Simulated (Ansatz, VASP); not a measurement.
**Al6H in VASP and in Ansatz**

Contents of INCAR:

```
SYSTEM = Al6H
  PREC = Accurate
  ENCUT = 520
  EDIFF = 1E-6
  ISMEAR = 0
  SIGMA = 0.1
  LREAL = .FALSE.
  LASPH = .TRUE.
  NELM = 60
  ALGO = Normal
  ISIF = 2
  LWAVE = .FALSE.
  LCHARG = .FALSE.
  LDIPOL = .TRUE.
  IDIPOL = 3
  DIPOL = 0.5 0.5 0.299
  GGA = PE
  NBANDS = 32
```

Contents of KPOINTS:

```
regular mesh
0
G
  5 5 1
  0 0 0
```

File POSCAR:

```
Al6H
1.0
    5.7135165837      0.0000000000      0.0000000000
    0.0000000000      5.7135165837      0.0000000000
    0.0000000000      0.0000000000     22.1746954375
Al H
12 2
Direct
    0.2500000000      0.2500000000      0.1803857921
    0.2500000000      0.7500000000      0.1803857921
    0.7500000000      0.2500000000      0.1803857921
    0.7500000000      0.7500000000      0.1803857921
    0.0000000000      0.0000000000      0.2744050924
    0.0000000000      0.5000000000      0.2744050924
    0.5000000000      0.0000000000      0.2744050924
    0.5000000000      0.5000000000      0.2744050924
    0.2500000000      0.2500000000      0.3686497278
    0.2500000000      0.7500000000      0.3686497278
    0.7500000000      0.2500000000      0.3686497278
    0.7500000000      0.7500000000      0.3686497278
    0.0000000000     -0.0568826563      0.4466665829
    0.0000000000      0.0568826563      0.4466665829
```

Input for Ansatz:

```yaml
crystal:
  lattice:
    - [5.7135165837, 0.0, 0.0]
    - [0.0, 5.7135165837, 0.0]
    - [0.0, 0.0, 22.1746954375]
  atoms:
    - { symbol: Al, position: [0.25, 0.25, 0.1803857921] }
    - { symbol: Al, position: [0.25, 0.75, 0.1803857921] }
    - { symbol: Al, position: [0.75, 0.25, 0.1803857921] }
    - { symbol: Al, position: [0.75, 0.75, 0.1803857921] }
    - { symbol: Al, position: [0.0, 0.0, 0.2744050924] }
    - { symbol: Al, position: [0.0, 0.5, 0.2744050924] }
    - { symbol: Al, position: [0.5, 0.0, 0.2744050924] }
    - { symbol: Al, position: [0.5, 0.5, 0.2744050924] }
    - { symbol: Al, position: [0.25, 0.25, 0.3686497278] }
    - { symbol: Al, position: [0.25, 0.75, 0.3686497278] }
    - { symbol: Al, position: [0.75, 0.25, 0.3686497278] }
    - { symbol: Al, position: [0.75, 0.75, 0.3686497278] }
    - { symbol: H, position: [0.0, -0.0568826563, 0.4466665829] }
    - { symbol: H, position: [0.0, 0.0568826563, 0.4466665829] }
basis:
  ecutwfc: 420
kpoints:
  mp_grid: { grid: [5, 5, 1] }
hamiltonian:
  xc: pbe
  pseudopotentials: { kind: paw, azcp: { folder: soft_1 } }
scf:
  occupations: { method: gaussian, width: 0.1 }
output:
  forces: true
  eigenvalues: true
efield:
  axis: 3
  dipole_correction: true
  ramp_width: 0.04
```

Alike in both runs: task single point; functional PBE; k mesh 5 × 5 × 1; occupations gaussian, width 0.1 eV; no spin polarisation.

```csv
,VASP,Ansatz
version,VASP 6.6.1,Ansatz 0.2.0
potentials or method,"VASP PAW PBE potentials, release 64 (Al, H), cutoff 520 eV","scalar-relativistic, plane waves, PAW"
valence electrons in the cell,38,38
```

|  | VASP | Ansatz | Ansatz less VASP |
| --- | --- | --- | --- |
| gap on the k mesh at the Fermi level (eV) | none | none | - |
| rms of the force components (eV/Å) | 1.178 | 1.170 | -0.0080 |

Atom by atom the forces differ by 0.008 eV/Å (rms over components). A gap of «none» marks a metal or a gap that the smearing closes.
